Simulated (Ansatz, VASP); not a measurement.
# One calculation of SnO2, two programs

INCAR

```
SYSTEM = SnO2
PREC = Accurate ; ENCUT = 520
EDIFF = 1E-6 ; ISMEAR = 0
SIGMA = 0.05 ; LREAL = .False.
LASPH = .True. ; NELM = 80
ALGO = Normal ; ISIF = 2
LWAVE = .False. ; LCHARG = .True.
LELF = .True. ; LVHAR = .True.
NBANDS = 35
```

KPOINTS

```
Automatic mesh
0
Gamma
  6 6 8
  0 0 0
```

Contents of POSCAR:

```
SnO2
1.0
    4.7222897775      0.0000000000      0.0000000000
    0.0000000000      4.7228698889      0.0000000000
    0.0000000000      0.0000000000      3.1904047622
Sn O
2 4
Direct
    0.5000000000      0.5000000000      0.5000000000
    0.0000000000      0.0000000000      0.0000000000
    0.3059833077      0.2932176170      0.0000000000
    0.8059833077      0.2067823830      0.5000000000
    0.1940166923      0.7932176170      0.5000000000
    0.6940166923      0.7067823830      0.0000000000
```

Input for Ansatz:

```yaml
crystal:
  lattice:
    - [4.7222897775, 0.0, 0.0]
    - [0.0, 4.7228698889, 0.0]
    - [0.0, 0.0, 3.1904047622]
  atoms:
    - { symbol: Sn, position: [0.5, 0.5, 0.5] }
    - { symbol: Sn, position: [0.0, 0.0, 0.0] }
    - { symbol: O, position: [0.3059833077, 0.293217617, 0.0] }
    - { symbol: O, position: [0.8059833077, 0.206782383, 0.5] }
    - { symbol: O, position: [0.1940166923, 0.793217617, 0.5] }
    - { symbol: O, position: [0.6940166923, 0.706782383, 0.0] }
basis:
  ecutwfc: 520.0
kpoints:
  mp_grid: { grid: [6, 6, 8] }
hamiltonian:
  xc: lda
scf:
  occupations: { method: gaussian, width: 0.05 }
output:
  forces: true
  stress: true
  eigenvalues: true
  write_density: true
  write_potential: true
  elf: true
  volumetric_format: npy
```

Alike in both runs: task single point; functional LDA; k mesh 6 × 6 × 8; occupations gaussian, width 0.05 eV; no spin polarisation.

```csv
,VASP,Ansatz
version,VASP 6.6.1,Ansatz 0.2.0
potentials or method,"VASP PAW LDA potentials, release 64 (Sn_d, O), cutoff 520 eV","scalar-relativistic, plane waves, PAW"
valence electrons in the cell,52,52
```

VASP gave:

```
gap on the k mesh at the Fermi level (eV)                     : 1.08
least direct gap on the mesh (eV)                             : 1.08
pressure (GPa)                                                : 0.2
traceless stress, the component that is largest in VASP (GPa) : -1.35
rms of the force components (eV/Å)                            : 0.460
```

Question: Which values does Ansatz return?

Answer: gap on the k mesh at the Fermi level (eV): 1.05; least direct gap on the mesh (eV): 1.05; pressure (GPa): -0.8; traceless stress, the component that is largest in VASP (GPa): -1.49; rms of the force components (eV/Å): 0.460.

LDA's correlation is that of Perdew and Zunger in VASP and of Perdew and Wang (1992) in Ansatz. Atom by atom the forces differ by 0.001 eV/Å (rms over components).
